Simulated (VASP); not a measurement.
Input of a VASP 6.6.1 run:

File INCAR:

```
PREC     = Accurate       # precision mode
ENCUT    = 520            # plane-wave cutoff, eV
EDIFF    = 1E-7           # SCF threshold, eV
ISMEAR   = 0              # smearing method
SIGMA    = 0.02           # smearing width, eV
LREAL    = F              # projectors in reciprocal space
LASPH    = T              # aspherical terms in the spheres
NELM     = 80             # most SCF steps
ALGO     = Normal         # electronic algorithm
ISIF     = 2              # what is computed and relaxed
LWAVE    = F              # write WAVECAR
LCHARG   = T              # write CHGCAR
LDIPOL   = T            
IDIPOL   = 3            
DIPOL    = 0.5 0.5 0.500
GGA      = PE             # functional
IVDW     = 12             # dispersion correction
LELF     = T              # ELF
LVHAR    = T            
LVACPOTAV= T            
NBANDS   = 20             # bands
```

The input KPOINTS:

```
regular mesh
0
Gamma
  9 9 1
```

The input POSCAR:

```
Te2Mo
1.0
    3.5040000000      0.0000000000      0.0000000000
   -1.7520000000      3.0345530149      0.0000000000
    0.0000000000      0.0000000000     33.2698832047
Te Mo
2 1
Direct
    0.3333333333      0.6666666667      0.4415988332
    0.3333333333      0.6666666667      0.5584011668
    0.6666666667      0.3333333333      0.5000000000
```

Potentials or basis: VASP PAW PBE potentials, release 64 (Te, Mo_sv).

Run with:

```console
$ cat potpaw_PBE.64/Te/POTCAR potpaw_PBE.64/Mo_sv/POTCAR > POTCAR
$ mpirun -np 1 vasp_std > vasp.out
```

What does it give for the dispersion energy per atom?

-0.389 eV.

Predict the ionisation potential of the upper face.

4.65 eV.

Predict the largest force.

1.444 eV/Å.

Predict the band gap on the k mesh.

0.99 eV, indirect (least direct gap 1.28 eV).

Forces on the atoms (eV/Å):
```
Te   0.000  0.000  1.444
Te   0.000  0.000 -1.444
Mo   0.000  0.000  0.000
```

Caveat: spin-orbit coupling is left out, which moves the levels of the heavy elements.
